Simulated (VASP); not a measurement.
# CsBr (Pm-3m) in VASP: a series of runs, part 3 of 3

VASP 6.6.1. The steps go on from the part before.

### 5 Single point, PBEsol

This run uses another cell than the first one, of 40.55 Å³/atom, 1.096 times its volume.

Contents of INCAR:

```
PREC = Accurate
ENCUT = 500
EDIFF = 1E-6
ISMEAR = 0
SIGMA = 0.01
LREAL = False
LASPH = True
NELM = 120
ALGO = Normal
ISIF = 2
LWAVE = False
LCHARG = False
GGA = PS
NBANDS = 15
GGA_COMPAT = False
```

Contents of KPOINTS:

```
regular mesh
0
Gamma
  6 6 6
```

Contents of POSCAR:

```
CsBr
1.0
    4.3284384035      0.0000000000      0.0000000000
    0.0000000000      4.3284384035      0.0000000000
    0.0000000000      0.0000000000      4.3284384035
Cs Br
1 1
Direct
    0.0000000000      0.0000000000      0.0000000000
    0.5000000000      0.5000000000      0.5000000000
```

Potentials or basis: VASP PAW PBE potentials, release 64 (Cs_sv, Br).

Run with:

```sh
> cat potpaw_PBE.64/Cs_sv/POTCAR potpaw_PBE.64/Br/POTCAR > POTCAR
> mpirun -np 1 vasp_std > vasp.out
```

OUTCAR:

```text
PREC = Accurate
   ENCUT = 500
   EDIFF = 1E-6
   ISMEAR = 0
   LREAL = False
   LASPH = True
   NELM = 120
   ISIF = 2
   GGA = PS

 ion  position               nearest neighbor table
   1  0.000  0.000  0.000-
   2  0.500  0.500  0.500-

  LATTYP: Found a simple cubic cell.
 ALAT       =     4.3284384035

  Lattice vectors:

 A1 = (   4.3284384035,   0.0000000000,   0.0000000000)
 A2 = (   0.0000000000,   4.3284384035,   0.0000000000)
 A3 = (   0.0000000000,   0.0000000000,   4.3284384035)

Analysis of symmetry for initial positions (statically):
=====================================================================
 Subroutine PRICEL returns:
 Original cell was already a primitive cell.

 Routine SETGRP: Setting up the symmetry group for a
 simple cubic supercell.

 Subroutine GETGRP returns: Found 48 space group operations
 (whereof 48 operations were pure point group operations)
 out of a pool of 48 trial point group operations.

The static configuration has the point symmetry O_h .

Analysis of symmetry for dynamics (positions and initial velocities):
=====================================================================
 Subroutine PRICEL returns:
 Original cell was already a primitive cell.

 Routine SETGRP: Setting up the symmetry group for a
 simple cubic supercell.

 Subroutine GETGRP returns: Found 48 space group operations
 (whereof 48 operations were pure point group operations)
 out of a pool of 48 trial point group operations.

The dynamic configuration has the point symmetry O_h .

 Subroutine INISYM returns: Found 48 space group operations
 (whereof 48 operations are pure point group operations),
 and found     1 'primitive' translations

----------------------------------------------------------------------------------------

                                     Primitive cell

  volume of cell :      81.0949

  direct lattice vectors                    reciprocal lattice vectors
     4.328438403  0.000000000  0.000000000     0.231030202  0.000000000  0.000000000
     0.000000000  4.328438403  0.000000000     0.000000000  0.231030202  0.000000000
     0.000000000  0.000000000  4.328438403     0.000000000  0.000000000  0.231030202

  length of vectors
     4.328438403  4.328438403  4.328438403     0.231030202  0.231030202  0.231030202

  position of ions in fractional coordinates (direct lattice)
     0.000000000  0.000000000  0.000000000
     0.500000000  0.500000000  0.500000000

  ion indices of the primitive-cell ions
   primitive index   ion index
                 1           1
                 2           2

----------------------------------------------------------------------------------------

 KPOINTS: regular mesh

Automatic generation of k-mesh.
 Grid dimensions read from file:
 generate k-points for:    6    6    6

 Generating k-lattice:

  Cartesian coordinates                     Fractional coordinates (reciprocal lattice)
     0.038505034  0.000000000  0.000000000     0.166666667  0.000000000  0.000000000
     0.000000000  0.038505034  0.000000000     0.000000000  0.166666667  0.000000000
     0.000000000  0.000000000  0.038505034     0.000000000  0.000000000  0.166666667

  Length of vectors
     0.038505034  0.038505034  0.038505034

  Shift w.r.t. Gamma in fractional coordinates (k-lattice)
     0.000000000  0.000000000  0.000000000

 Subroutine IBZKPT returns following result:
 ===========================================

 Found     20 irreducible k-points:

 Following reciprocal coordinates:
            Coordinates               Weight
  0.000000  0.000000  0.000000      1.000000
  0.166667  0.000000  0.000000      6.000000
  0.333333  0.000000  0.000000      6.000000
  0.500000  0.000000  0.000000      3.000000
  0.166667  0.166667  0.000000     12.000000
  0.333333  0.166667  0.000000     24.000000
[... 12 lines left out ...]
  0.500000  0.500000  0.333333      6.000000
  0.500000  0.500000  0.500000      1.000000
   k-points           NKPTS =     20   k-points in BZ     NKDIM =     20   number of bands    NBANDS=     15
   number of dos      NEDOS =    301   number of ions     NIONS =      2
   total plane-waves  NPLWV =  32768
   dimension x,y,z NGX =    32 NGY =   32 NGZ =   32
   dimension x,y,z NGXF=    64 NGYF=   64 NGZF=   64
   ions per type =               1   1
   NGX,Y,Z   is equivalent  to a cutoff of  12.29, 12.29, 12.29 a.u.
   NGXF,Y,Z  is equivalent  to a cutoff of  24.58, 24.58, 24.58 a.u.
 SYSTEM =  unknown system
   PREC   = accura    normal or accurate (medium, high low for compatibility)
   ISTART =      0    job   : 0-new  1-cont  2-samecut
   ICHARG =      2    charge: 1-file 2-atom 10-const
   ISPIN  =      1    spin polarized calculation?
   LNONCOLLINEAR =      F non collinear calculations
   LSORBIT =      F    spin-orbit coupling
   LASPH  =      T    aspherical Exc in radial PAW
   ENCUT  =  500.0 eV  36.75 Ry    6.06 a.u.   7.89  7.89  7.89*2*pi/ulx,y,z
   NELM   =    120;   NELMIN=  2; NELMDL= -5     # of ELM steps
   EDIFF  = 0.1E-05   stopping-criterion for ELM
   LREAL  =      F    real-space projection
   EDIFFG = 0.1E-04   stopping-criterion for IOM
   NSW    =      0    number of steps for IOM
   IBRION =     -1    ionic relax: 0-MD 1-quasi-New 2-CG
   NFREE  =      0    steps in history (QN), initial steepest desc. (CG)
   ISIF   =      2    stress and relaxation
   ISYM   =      2    0-nonsym 1-usesym 2-fastsym
   POTIM  = 0.5000    time-step for ionic-motion
   TEBEG  =    0.0;   TEEND  =   0.0 temperature during run
   PSTRESS=    0.0 pullay stress
   NELECT =      16.0000    total number of electrons
   NUPDOWN=      -1.0000    fix difference up-down
   EMIN   =  10.00;   EMAX   =-10.00  energy-range for DOS
   EFERMI =   0.00;   METHOD = LEGACY
   ISMEAR =     0;   SIGMA  =   0.01  broadening in eV -4-tet -1-fermi 0-gaus
   EFERMI_NEDOS =   21; number of points for ismear=-14 and -15
   IALGO  =     38    algorithm
   IMIX   =      4    mixing-type and parameters
     AMIX     =   0.40;   BMIX     =  1.00
     AMIX_MAG =   1.60;   BMIX_MAG =  1.00
  volume/ion in A,a.u.               =      40.55       273.63
  Fermi-wavevector in a.u.,A,eV,Ry     =   0.953053  1.801008 12.358300  0.908309
  Thomas-Fermi vector in A             =   2.081672
   LORBIT       =      0    0 simple, 1 ext, 2 COOP (PROOUT), +10 PAW based schemes
   GGA     = PS    functional components
   LHFCALC =     F    Hartree Fock is set to
   AEXX    =    0.0000 exact exchange contribution
   IVDW    =     0    specifies the selected vdW correction
   LEPSILON=     F    determine dielectric tensor
   LRPA    =     F    only Hartree local field effects (RPA)
 non-spin polarized calculation
 Gauss-broadening in eV      SIGMA  =   0.01
  energy-cutoff  :      500.00
  volume of cell :       81.09
 maximum number of plane-waves:      2103
 NGX is ok and might be reduce to    32
   NGX = 15   NGY = 15   NGZ = 15

 number of electron      16.0000002 magnetization

 Free energy of the ion-electron system (eV)
  ---------------------------------------------------
  ext. energy  EPLUGINS =         0.00000000
  ---------------------------------------------------
  free energy    TOTEN  =        -6.33627920 eV

  energy without entropy =       -6.33627920  energy(sigma->0) =       -6.33627920

 E-fermi :  -0.4134     XC(G=0):  -8.1434

 val. band max:       -0.5505504658   @ k =   0.5000   0.5000   0.0000
 cond. band min:       3.6642925510   @ k =   0.0000   0.0000   0.0000
 fundamental gap:      4.2148430167
 Fermi energy:        -0.4134000204

 k-point     1 :       0.0000    0.0000    0.0000
  band No.  band energies     occupation
      1     -20.3486      2.00000
      2     -12.9019      2.00000
      3      -6.9355      2.00000
      4      -6.9355      2.00000
      5      -6.9355      2.00000
      6      -0.5611      2.00000
      7      -0.5611      2.00000
      8      -0.5611      2.00000
      9       3.6643      0.00000
     10       4.2797      0.00000
     11       4.2797      0.00000
     12       8.4572      0.00000
     13       8.4572      0.00000
     14       8.4572      0.00000
[... 329 lines left out ...]
      2     -12.7320      2.00000
      3      -7.3202      2.00000
      4      -7.3202      2.00000
      5      -7.3202      2.00000
      6      -1.6970      2.00000
      7      -1.6970      2.00000
      8      -1.6970      2.00000
      9       7.5726      0.00000
     10       7.5726      0.00000
     11       7.5726      0.00000
     12       8.3383      0.00000
     13       8.3383      0.00000
     14       8.3383      0.00000
     15      10.6597      0.00000

------------------------ aborting loop because EDIFF is reached ----------------------------------------

  FORCE on cell =-STRESS in cart. coord.  units (eV):
  Direction    XX          YY          ZZ          XY          YZ          ZX
  --------------------------------------------------------------------------------------
  -------------------------------------------------------------------------------------
  Total       -0.3879131     -0.3879131     -0.3879131     -0.0000000      0.0000000     -0.0000000
  in kB       -7.6639252     -7.6639252     -7.6639252     -0.0000000      0.0000000     -0.0000000
  external PRESSURE =      -7.6639252 kB  Pullay stress =       0.0000000 kB

 VOLUME and BASIS-vectors are now :
 -----------------------------------------------------------------------------
  energy-cutoff  :      500.00
  volume of cell :       81.09
      direct lattice vectors                 reciprocal lattice vectors
     4.328438403  0.000000000  0.000000000     0.231030202  0.000000000  0.000000000
     0.000000000  4.328438403  0.000000000     0.000000000  0.231030202  0.000000000
     0.000000000  0.000000000  4.328438403     0.000000000  0.000000000  0.231030202

 POSITION                                       TOTAL-FORCE (eV/Angst)
 -----------------------------------------------------------------------------------
      0.00000      0.00000      0.00000         0.000000      0.000000      0.000000
      2.16422      2.16422      2.16422         0.000000      0.000000      0.000000
 -----------------------------------------------------------------------------------
    total drift:                                0.000000      0.000000     -0.000000

  FREE ENERGIE OF THE ION-ELECTRON SYSTEM (eV)
  ---------------------------------------------------
  free  energy   TOTEN  =        -6.3362792002 eV

  energy  without entropy=       -6.3362792002  energy(sigma->0) =       -6.33627920
```

OSZICAR:

```text
N       E                     dE             d eps       ncg     rms          rms(c)
DAV:   1     0.861951480042E+02    0.86195E+02   -0.63468E+03   600   0.870E+02
DAV:   2     0.246020245578E+00   -0.85949E+02   -0.79185E+02   859   0.151E+02
DAV:   3    -0.653162943978E+01   -0.67776E+01   -0.67578E+01   803   0.466E+01
DAV:   4    -0.658942170958E+01   -0.57792E-01   -0.57789E-01   670   0.517E+00
DAV:   5    -0.658972724036E+01   -0.30553E-03   -0.30551E-03   838   0.387E-01    0.168E+00
DAV:   6    -0.637191595665E+01    0.21781E+00   -0.19484E-01   719   0.234E+00    0.910E-01
DAV:   7    -0.633509816956E+01    0.36818E-01   -0.10492E-01   740   0.165E+00    0.539E-01
DAV:   8    -0.633641415347E+01   -0.13160E-02   -0.12346E-02   670   0.630E-01    0.114E-01
DAV:   9    -0.633624037045E+01    0.17378E-03   -0.16052E-03   761   0.204E-01    0.571E-02
DAV:  10    -0.633627608170E+01   -0.35711E-04   -0.17483E-04   712   0.865E-02    0.136E-02
DAV:  11    -0.633628004077E+01   -0.39591E-05   -0.26776E-05   663   0.279E-02    0.879E-03
DAV:  12    -0.633627920017E+01    0.84060E-06   -0.54485E-06   733   0.126E-02
   1 F= -.63362792E+01 E0= -.63362792E+01  d E =-.159308E-85
```

Wall time 17 s (1 thread of Intel Xeon Platinum 8488C (Sapphire Rapids), shared host); peak memory 0.18 GiB.

Results:

```
Free energy            : -6.3363 eV
Pressure               : -0.8 GPa
Band gap on the k mesh : 4.21 eV, indirect (least direct gap 4.23 eV)
```

Levels at points of the mesh, in eV from the valence-band top:
| k point | band 5 | band 6 | band 7 | band 8 | band 9 | band 10 | band 11 | band 12 |
| --- | --- | --- | --- | --- | --- | --- | --- | --- |
| (0.00, 0.00, 0.00) | -6.38 | -0.01 | -0.01 | -0.01 | 4.21 | 4.83 | 4.83 | 9.01 |
| (0.50, 0.00, 0.00) | -6.29 | -1.31 | -0.20 | -0.20 | 5.83 | 7.06 | 7.43 | 8.18 |
| (0.50, 0.50, 0.00) | -6.22 | -0.58 | -0.58 | 0.00 | 5.12 | 5.35 | 7.13 | 7.13 |
| (0.50, 0.50, 0.50) | -6.77 | -1.15 | -1.15 | -1.15 | 8.12 | 8.12 | 8.12 | 8.89 |

Caveat: the PAW data sets were made with another functional, which shifts forces and pressure a little; spin-orbit coupling is left out, which moves the levels of the heavy elements. A k mesh can miss the band edges.

### 6 Single point, PBEsol

This run uses another cell than the first one, of 41.73 Å³/atom, 1.128 times its volume.

Contents of INCAR:

```
SYSTEM = CsBr
  PREC = Accurate
  ENCUT = 500
  EDIFF = 1E-6
  ISMEAR = 0
  SIGMA = 0.01
  LREAL = .FALSE.
  LASPH = .TRUE.
  NELM = 120
  ALGO = Normal
  ISIF = 2
  LWAVE = .FALSE.
  LCHARG = .FALSE.
  GGA = PS
  NBANDS = 15
  GGA_COMPAT = .FALSE.
```

Contents of KPOINTS:

```
regular mesh
0
G
  6 6 6
  0 0 0
```

Contents of POSCAR:

```
CsBr
1.0
    4.3700605569      0.0000000000      0.0000000000
    0.0000000000      4.3700605569      0.0000000000
    0.0000000000      0.0000000000      4.3700605569
Cs Br
1 1
Direct
    0.0000000000      0.0000000000      0.0000000000
    0.5000000000      0.5000000000      0.5000000000
```

Potentials or basis: VASP PAW PBE potentials, release 64 (Cs_sv, Br).

Run with:

```sh
> cat potpaw_PBE.64/Cs_sv/POTCAR potpaw_PBE.64/Br/POTCAR > POTCAR
> mpirun -np 1 vasp_std > vasp.out
```

Run time: 13 s. Hardware: 1 thread of Intel Xeon Platinum 8488C (Sapphire Rapids), shared host; peak memory 0.18 GiB.

It converged, with:

- Free energy: -6.3228 eV
- Pressure: -1.1 GPa
- Band gap on the k mesh: 4.11 eV, indirect (least direct gap 4.13 eV)

Levels at points of the mesh, in eV from the valence-band top:
| k point | band 6 | band 7 | band 8 | band 9 | band 10 | band 11 |
| --- | --- | --- | --- | --- | --- | --- |
| (0.00, 0.00, 0.00) | -0.02 | -0.02 | -0.02 | 4.11 | 4.85 | 4.85 |
| (0.50, 0.00, 0.00) | -1.26 | -0.19 | -0.19 | 5.82 | 6.92 | 7.27 |
| (0.50, 0.50, 0.00) | -0.58 | -0.58 | 0.00 | 5.10 | 5.33 | 7.10 |
| (0.50, 0.50, 0.50) | -1.09 | -1.09 | -1.09 | 7.99 | 7.99 | 7.99 |

Caveat: the PAW data sets were made with another functional, which shifts forces and pressure a little; spin-orbit coupling is left out, which moves the levels of the heavy elements. A k mesh can miss the band edges.

### 7 Summary

| cell | gap on the mesh (eV) | pressure (GPa) |
| --- | --- | --- |
| a = 4.199 Å, 2 atoms | 4.55 | 0.6 |
| a = 4.243 Å, 2 atoms | 4.44 | 0.1 |
| a = 4.286 Å, 2 atoms | 4.33 | -0.4 |
| a = 4.328 Å, 2 atoms | 4.21 | -0.8 |
| a = 4.370 Å, 2 atoms | 4.11 | -1.1 |

Alike in all rows: task single point; level PBEsol; potentials or basis VASP PAW PBE potentials, release 64 (Cs_sv, Br); no spin polarisation; k mesh 6 × 6 × 6; cutoff (eV) 500; smearing gaussian 0.01 eV.

Caveats: the PAW data sets were made with another functional, which shifts forces and pressure a little; spin-orbit coupling is left out, which moves the levels of the heavy elements.

Absolute energies hang on the potentials; compare differences alone.
